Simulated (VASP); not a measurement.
Wanted: the native input for a VASP 6.6.1 run.

* Task: single point
* Functional: PBEsol
* Potentials or basis: VASP PAW PBE potentials, release 64 (In_d)
* Cutoff: 520 eV
* k mesh: 20 × 20 × 20
* Occupations: gaussian, width 0.15 eV
* Spin: no spin polarisation
* Dipole correction: no
* Further INCAR settings: ALGO = Fast; EDIFF = 1e-07; NBANDS = 12

The structure of In lies in POSCAR:

```
In
1.0
   -1.6180192500      1.6261500000      2.4739500000
    1.6180192500     -1.6261500000      2.4739500000
    1.6180192500      1.6261500000     -2.4739500000
In
1
Direct
    0.0000000000      0.0000000000      0.0000000000
```

This cell differs from its parent crystal: strain -0.0050 x Voigt [1, 0, 0, 0, 0, 0].

One way to write it, as run:

INCAR

```
SYSTEM = In
PREC = Accurate ; ENCUT = 520
EDIFF = 1E-7 ; ISMEAR = 0
SIGMA = 0.15 ; LREAL = .FALSE.
LASPH = .TRUE. ; NELM = 80
ALGO = Fast ; ISIF = 2
LWAVE = .FALSE. ; LCHARG = .FALSE.
GGA = PS ; NBANDS = 12
```

KPOINTS

```
Automatic mesh
0
G
  20 20 20
  0 0 0
```

Potentials or basis: VASP PAW PBE potentials, release 64 (In_d).

Command:

```bash
$ cat potpaw_PBE.64/In_d/POTCAR > POTCAR
$ mpirun -np 1 vasp_std > vasp.out
```

It gave:

| Item | Value |
| --- | --- |
| Pressure | -0.8 GPa |
| Band gap on the k mesh | zero (an odd number of electrons rules out a gap without spin polarisation) |

Caveat: the cell differs from its parent crystal (strain -0.0050 x Voigt [1, 0, 0, 0, 0, 0]); the PAW data sets were made with another functional, which shifts forces and pressure a little; spin-orbit coupling is left out, which moves the levels of the heavy elements.

It took 14 min on 1 thread of Intel Xeon 8259CL (shared host), peak memory 0.45 GiB.
